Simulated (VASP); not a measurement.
# GeH2W12C12 in VASP: single point with PBE

Aim: the single point of GeH2W12C12 with PBE.

Everything below comes from runs of VASP 6.6.1. Logs are shortened: lines on timing, memory, paths and dates and some standing lists are left out, and cuts for length are marked.

## Step 1: The cell of the first run

The cell holds a slab with vacuum, 27 atoms: a = 5.795 Å, b = 5.795 Å, c = 19.074 Å, α = 90.00°, β = 90.00°, γ = 120.00°.

## Step 2: Single point, PBE

Input file INCAR:

```
SYSTEM = GeH2W12C12
PREC     = Accurate       ! precision mode
ENCUT    = 520            ! plane-wave cutoff, eV
EDIFF    = 1E-6           ! SCF threshold, eV
ISMEAR   = 0              ! smearing method
SIGMA    = 0.1            ! smearing width, eV
LREAL    = Auto         
LASPH    = .TRUE.         ! aspherical terms in the spheres
NELM     = 60             ! most SCF steps
ALGO     = Normal         ! electronic algorithm
ISIF     = 2              ! what is computed and relaxed
LWAVE    = .FALSE.        ! write WAVECAR
LCHARG   = .FALSE.        ! write CHGCAR
GGA      = PE             ! functional
NBANDS   = 135            ! bands
```

Input file KPOINTS:

```
Automatic mesh
0
G
  3 3 1
  0 0 0
```

Input file POSCAR:

```
GeH2W12C12
1.0
    5.7948000000      0.0000000000      0.0000000000
   -2.8974000000      5.0184440000      0.0000000000
    0.0000000000      0.0000000000     19.0742500000
W C Ge H
12 12 1 2
Direct
    0.0000000000      0.0000000000      0.0524267009
   -0.0033307178      0.0001446664      0.2022740082
   -0.0058039779     -0.0009000798      0.3539889642
    0.0000000000      0.5000000000      0.0524267009
   -0.0032591965      0.4997993402      0.2022026030
   -0.0090406603      0.5031884385      0.3534297286
    0.5000000000      0.0000000000      0.0524267009
    0.4967937278      0.0001012266      0.2027187439
    0.4937326288     -0.0004525307      0.3567773831
    0.5000000000      0.5000000000      0.0524267009
    0.4959125335      0.5001376921      0.2025446872
    0.4928652672      0.5046271314      0.3559105076
    0.3333333001      0.1666666002      0.1266026187
    0.3311273380      0.1677637531      0.2758336501
    0.3272096309      0.1699783837      0.4188885539
    0.3333333001      0.6666666002      0.1266026187
    0.3276830382      0.6684502208      0.2764470425
    0.3039152534      0.6770698248      0.4352935502
    0.8333333001      0.1666666002      0.1266026187
    0.8260462953      0.1668437468      0.2753349149
    0.8308878460      0.1736301132      0.4199877322
    0.8333333001      0.6666666002      0.1266026187
    0.8255052009      0.6655182363      0.2744438182
    0.8288338054      0.6675909904      0.4126195788
    0.1450830851      0.3109796582      0.4776889262
    0.2580196926      0.7143772054      0.4865226680
    0.1803937012      0.2957107821      0.5584589696
```

Potentials or basis: VASP PAW PBE potentials, release 64 (W_sv, C, Ge_d, H).

The run is started by

```
cat potpaw_PBE.64/W_sv/POTCAR potpaw_PBE.64/C/POTCAR potpaw_PBE.64/Ge_d/POTCAR potpaw_PBE.64/H/POTCAR > POTCAR
mpirun -np 1 vasp_std > vasp.out
```

OUTCAR:

```text
SYSTEM = GeH2W12C12
   PREC = Accurate
   ENCUT = 520
   EDIFF = 1E-6
   ISMEAR = 0
   LREAL = Auto
   LASPH = .TRUE.
   NELM = 60
   ISIF = 2
   GGA = PE

 ion  position               nearest neighbor table
   1  0.000  0.000  0.052-  13 2.19  19 2.19  22 2.19   2 2.86  10 2.90   4 2.90   4 2.90  10 2.90
                             7 2.90   7 2.90
   2  0.997  0.000  0.202-  23 2.17  14 2.19  20 2.19  19 2.20  22 2.21  13 2.22   1 2.86   3 2.89
                             5 2.90  11 2.90   8 2.90   8 2.90   5 2.90  11 2.90
   3  0.994  0.999  0.354-  24 2.00  15 2.08  21 2.11  14 2.25  20 2.26  23 2.26  25 2.83   6 2.86
                            12 2.89   2 2.89   9 2.89   9 2.90  12 2.91   6 2.93
   4  0.000  0.500  0.052-  16 2.19  22 2.19  19 2.19   5 2.86   7 2.90   1 2.90   1 2.90   7 2.90
                            10 2.90  10 2.90
   5  0.997  0.500  0.202-  20 2.18  23 2.18  17 2.18  22 2.20  19 2.21  16 2.22   4 2.86   6 2.88
                            11 2.89   2 2.90   8 2.90   8 2.90   2 2.90  11 2.90
   6  0.991  0.503  0.353-  24 1.99  21 2.09  18 2.22  23 2.23  17 2.24  20 2.25   3 2.86   5 2.88
                            12 2.89   9 2.90   9 2.90  12 2.90   3 2.93  25 2.94
   7  0.500  0.000  0.052-  13 2.19  19 2.19  16 2.19   8 2.87  10 2.90   4 2.90  10 2.90   4 2.90
                             1 2.90   1 2.90
   8  0.497  0.000  0.203-  20 2.16  14 2.18  17 2.18  13 2.20  16 2.22  19 2.23   7 2.87  11 2.89
                             5 2.90   2 2.90   2 2.90   5 2.90  11 2.90   9 2.94
   9  0.494  1.000  0.357-  15 2.06  21 2.08  18 2.21  17 2.26  14 2.27  20 2.28  12 2.87   3 2.89
                             6 2.90   6 2.90   3 2.90  12 2.93   8 2.94
  10  0.500  0.500  0.052-  16 2.19  22 2.19  13 2.19  11 2.86   1 2.90   7 2.90   7 2.90   1 2.90
                             4 2.90   4 2.90
  11  0.496  0.500  0.203-  23 2.15  14 2.18  16 2.20  17 2.20  13 2.21  22 2.23  10 2.86   5 2.89
                             8 2.89   2 2.90   2 2.90   8 2.90   5 2.90  12 2.93
  12  0.493  0.505  0.356-  24 2.00  15 2.06  17 2.24  14 2.28  23 2.28  18 2.36   9 2.87   3 2.89
                             6 2.89   6 2.90  25 2.91   3 2.91  11 2.93   9 2.93
  13  0.333  0.167  0.127-   1 2.19   7 2.19  10 2.19   8 2.20  11 2.21   2 2.22
  14  0.331  0.168  0.276-  11 2.18   8 2.18   2 2.19   3 2.25   9 2.27  12 2.28
  15  0.327  0.170  0.419-  25 1.98   9 2.06  12 2.06   3 2.08
  16  0.333  0.667  0.127-   4 2.19  10 2.19   7 2.19  11 2.20   8 2.22   5 2.22
  17  0.328  0.668  0.276-   8 2.18   5 2.18  11 2.20   6 2.24  12 2.24   9 2.26
  18  0.304  0.677  0.435-  26 1.06  25 2.01   9 2.21   6 2.22  12 2.36
  19  0.833  0.167  0.127-   1 2.19   7 2.19   4 2.19   2 2.20   5 2.21   8 2.23
  20  0.826  0.167  0.275-   8 2.16   5 2.18   2 2.19   6 2.25   3 2.26   9 2.28
  21  0.831  0.174  0.420-  25 1.93   9 2.08   6 2.09   3 2.11
  22  0.833  0.667  0.127-   4 2.19  10 2.19   1 2.19   5 2.20   2 2.21  11 2.23
  23  0.826  0.666  0.274-  11 2.15   2 2.17   5 2.18   6 2.23   3 2.26  12 2.28
  24  0.829  0.668  0.413-   6 1.99  12 2.00   3 2.00
  25  0.145  0.311  0.478-  27 1.56  21 1.93  15 1.98  18 2.01   3 2.83  12 2.91   6 2.94
  26  0.258  0.714  0.487-  18 1.06
  27  0.180  0.296  0.558-  25 1.56

  LATTYP: Found a hexagonal cell.
 ALAT       =     5.7948000000
 C/A-ratio  =     3.2916148961

  Lattice vectors:

 A1 = (   5.7948000000,   0.0000000000,   0.0000000000)
 A2 = (  -2.8974000000,   5.0184440000,   0.0000000000)
 A3 = (   0.0000000000,   0.0000000000,  19.0742500000)

Analysis of symmetry for initial positions (statically):
=====================================================================
 Subroutine PRICEL returns:
 Original cell was already a primitive cell.

 Routine SETGRP: Setting up the symmetry group for a
 hexagonal supercell.

 Subroutine GETGRP returns: Found  1 space group operations
 (whereof  1 operations were pure point group operations)
 out of a pool of 24 trial point group operations.

The static configuration has the point symmetry C_1 .

Analysis of symmetry for dynamics (positions and initial velocities):
=====================================================================
 Subroutine PRICEL returns:
 Original cell was already a primitive cell.

 Routine SETGRP: Setting up the symmetry group for a
 hexagonal supercell.

 Subroutine GETGRP returns: Found  1 space group operations
 (whereof  1 operations were pure point group operations)
 out of a pool of 24 trial point group operations.

The dynamic configuration has the point symmetry C_1 .

 Subroutine INISYM returns: Found  1 space group operations
 (whereof  1 operations are pure point group operations),
 and found     1 'primitive' translations

----------------------------------------------------------------------------------------

                                     Primitive cell

  volume of cell :     554.6960

  direct lattice vectors                    reciprocal lattice vectors
[... 80 lines left out ...]

  Length of vectors
     0.066421650  0.066421650  0.052426701

  Shift w.r.t. Gamma in fractional coordinates (k-lattice)
     0.000000000  0.000000000  0.000000000

 Subroutine IBZKPT returns following result:
 ===========================================

 Found      5 irreducible k-points:

 Following reciprocal coordinates:
            Coordinates               Weight
  0.000000  0.000000  0.000000      1.000000
  0.333333  0.000000  0.000000      2.000000
  0.000000  0.333333  0.000000      2.000000
 -0.333333  0.333333  0.000000      2.000000
  0.333333  0.333333  0.000000      2.000000
   k-points           NKPTS =      5   k-points in BZ     NKDIM =      5   number of bands    NBANDS=    135
   number of dos      NEDOS =    301   number of ions     NIONS =     27
   total plane-waves  NPLWV = 331776
   dimension x,y,z NGX =    48 NGY =   48 NGZ =  144
   dimension x,y,z NGXF=    96 NGYF=   96 NGZF=  288
   ions per type =              12  12   1   2
   NGX,Y,Z   is equivalent  to a cutoff of  13.77, 13.77, 12.55 a.u.
   NGXF,Y,Z  is equivalent  to a cutoff of  27.54, 27.54, 25.10 a.u.
 SYSTEM =  GeH2W12C12
   PREC   = accura    normal or accurate (medium, high low for compatibility)
   ISTART =      0    job   : 0-new  1-cont  2-samecut
   ICHARG =      2    charge: 1-file 2-atom 10-const
   ISPIN  =      1    spin polarized calculation?
   LNONCOLLINEAR =      F non collinear calculations
   LSORBIT =      F    spin-orbit coupling
   LASPH  =      T    aspherical Exc in radial PAW
   ENCUT  =  520.0 eV  38.22 Ry    6.18 a.u.  10.77 10.77 35.47*2*pi/ulx,y,z
   NELM   =     60;   NELMIN=  2; NELMDL= -5     # of ELM steps
   EDIFF  = 0.1E-05   stopping-criterion for ELM
   LREAL  =      T    real-space projection
   EDIFFG = 0.1E-04   stopping-criterion for IOM
   NSW    =      0    number of steps for IOM
   IBRION =     -1    ionic relax: 0-MD 1-quasi-New 2-CG
   NFREE  =      0    steps in history (QN), initial steepest desc. (CG)
   ISIF   =      2    stress and relaxation
   ISYM   =      2    0-nonsym 1-usesym 2-fastsym
   POTIM  = 0.5000    time-step for ionic-motion
   TEBEG  =    0.0;   TEEND  =   0.0 temperature during run
   PSTRESS=    0.0 pullay stress
   NELECT =     232.0000    total number of electrons
   NUPDOWN=      -1.0000    fix difference up-down
   EMIN   =  10.00;   EMAX   =-10.00  energy-range for DOS
   EFERMI =   0.00;   METHOD = LEGACY
   ISMEAR =     0;   SIGMA  =   0.10  broadening in eV -4-tet -1-fermi 0-gaus
   EFERMI_NEDOS =   21; number of points for ismear=-14 and -15
   IALGO  =     38    algorithm
   IMIX   =      4    mixing-type and parameters
     AMIX     =   0.40;   BMIX     =  1.00
     AMIX_MAG =   1.60;   BMIX_MAG =  1.00
  volume/ion in A,a.u.               =      20.54       138.64
  Fermi-wavevector in a.u.,A,eV,Ry     =   1.224294  2.313581 20.393725  1.498897
  Thomas-Fermi vector in A             =   2.359374
   LORBIT       =      0    0 simple, 1 ext, 2 COOP (PROOUT), +10 PAW based schemes
   GGA     = PE    functional components
   LHFCALC =     F    Hartree Fock is set to
   AEXX    =    0.0000 exact exchange contribution
   IVDW    =     0    specifies the selected vdW correction
   LEPSILON=     F    determine dielectric tensor
   LRPA    =     F    only Hartree local field effects (RPA)
 non-spin polarized calculation
 Gauss-broadening in eV      SIGMA  =   0.10
  energy-cutoff  :      520.00
  volume of cell :      554.70
 maximum number of plane-waves:     14967
 NGX is ok and might be reduce to    48
   NGX = 21   NGY = 21   NGZ = 71

 number of electron     231.9999992 magnetization

 Free energy of the ion-electron system (eV)
  ---------------------------------------------------
  ext. energy  EPLUGINS =         0.00000000
  ---------------------------------------------------
  free energy    TOTEN  =      -265.21440041 eV

  energy without entropy =     -265.16832971  energy(sigma->0) =     -265.19136506

 E-fermi :   2.8663     XC(G=0):  -7.7866

 val. band max:        2.8521980238   @ k =   0.0000   0.0000   0.0000
 cond. band min:       2.8859689721   @ k =   0.3333   0.0000   0.0000
 fundamental gap:      0.0337709482
 Fermi energy:         2.8662964581

 k-point     1 :       0.0000    0.0000    0.0000
  band No.  band energies     occupation
      1     -71.1492      2.00000
      2     -71.0955      2.00000
      3     -71.0858      2.00000
      4     -71.0815      2.00000
      5     -71.0627      2.00000
      6     -71.0174      2.00000
[... 644 lines left out ...]
    127       4.8789      0.00000
    128       5.1108      0.00000
 [bands above 128 left out]

------------------------ aborting loop because EDIFF is reached ----------------------------------------

  FORCE on cell =-STRESS in cart. coord.  units (eV):
  Direction    XX          YY          ZZ          XY          YZ          ZX
  --------------------------------------------------------------------------------------
  -------------------------------------------------------------------------------------
  Total        6.2497134     10.1851407    -11.7978035     -0.2115536     -0.2173812      3.8678970
  in kB       18.0515991     29.4186413    -34.0766377     -0.6110490     -0.6278813     11.1719885
  external PRESSURE =       4.4645342 kB  Pullay stress =       0.0000000 kB

 VOLUME and BASIS-vectors are now :
 -----------------------------------------------------------------------------
  energy-cutoff  :      520.00
  volume of cell :      554.70
      direct lattice vectors                 reciprocal lattice vectors
     5.794800000  0.000000000  0.000000000     0.172568510  0.099632476  0.000000000
    -2.897400000  5.018444000  0.000000000     0.000000000  0.199264951  0.000000000
     0.000000000  0.000000000 19.074250000     0.000000000  0.000000000  0.052426701

 POSITION                                       TOTAL-FORCE (eV/Angst)
 -----------------------------------------------------------------------------------
      0.00000      0.00000      1.00000        -0.020441      0.019681      0.885404
      5.77508      0.00073      3.85823         0.000927      0.000818      0.041776
      2.86638      5.01393      6.75207        -0.140487      0.013578     -0.331524
     -1.44870      2.50922      1.00000        -0.023041     -0.007838      0.858049
      4.32779      2.50822      3.85686        -0.017002      0.004764      0.161746
      4.28447      2.52522      6.74141        -0.082440     -0.058832     -0.145157
[... 19 lines left out ...]
     -0.57466      3.58506      9.28006        -0.295442      1.366441      1.091309
      0.18855      1.48401     10.65219        -0.169459      0.018917     -0.100375
 -----------------------------------------------------------------------------------
    total drift:                               -0.002125      0.008598      0.019619

  FREE ENERGIE OF THE ION-ELECTRON SYSTEM (eV)
  ---------------------------------------------------
  free  energy   TOTEN  =      -265.2144004080 eV

  energy  without entropy=     -265.1683297079  energy(sigma->0) =     -265.19136506
```

It took 19 min on 1 thread of Intel Xeon Platinum 8488C (Sapphire Rapids), shared host; peak memory 0.83 GiB.

Results:

```yaml
Free_energy: -265.2144 eV
Largest_force: 2.805 eV/Å
Band_gap_on_the_k_mesh: zero (bands 116 and 117 overlap by 0.68 eV)
```

Forces in eV/Å, atoms in the order of the input:
```
W   -0.020  0.020  0.885
W    0.001  0.001  0.042
W   -0.140  0.014 -0.332
W   -0.023 -0.008  0.858
W   -0.017  0.005  0.162
W   -0.082 -0.059 -0.145
W   -0.028  0.002  0.938
W   -0.004 -0.001  0.237
W   -0.139  0.201  0.102
W   -0.036 -0.016  0.905
W    0.016 -0.009  0.124
W    0.040  0.144 -0.064
C   -0.114  0.021 -0.725
C    0.019  0.010  0.145
C    0.031 -0.032  0.239
C   -0.092  0.016 -0.720
C    0.002  0.031  0.057
C    0.837 -0.540 -2.623
C   -0.097 -0.012 -0.731
C   -0.016  0.017  0.094
C   -0.274 -0.106  0.001
C   -0.150  0.005 -0.737
C    0.017 -0.001  0.132
C   -0.006 -0.014  0.243
Ge   0.741 -1.075 -0.078
H   -0.295  1.366  1.091
H   -0.169  0.019 -0.100
```

Caveat: the k points lie up to 0.42 Å⁻¹ apart, too coarse for converged energies and pressures of a metal; there is no dipole correction, which matters where the two faces differ; spin-orbit coupling is left out, which moves the levels of the heavy elements.

The gap in the log of VASP goes by the Fermi energy; the results here count the filled bands.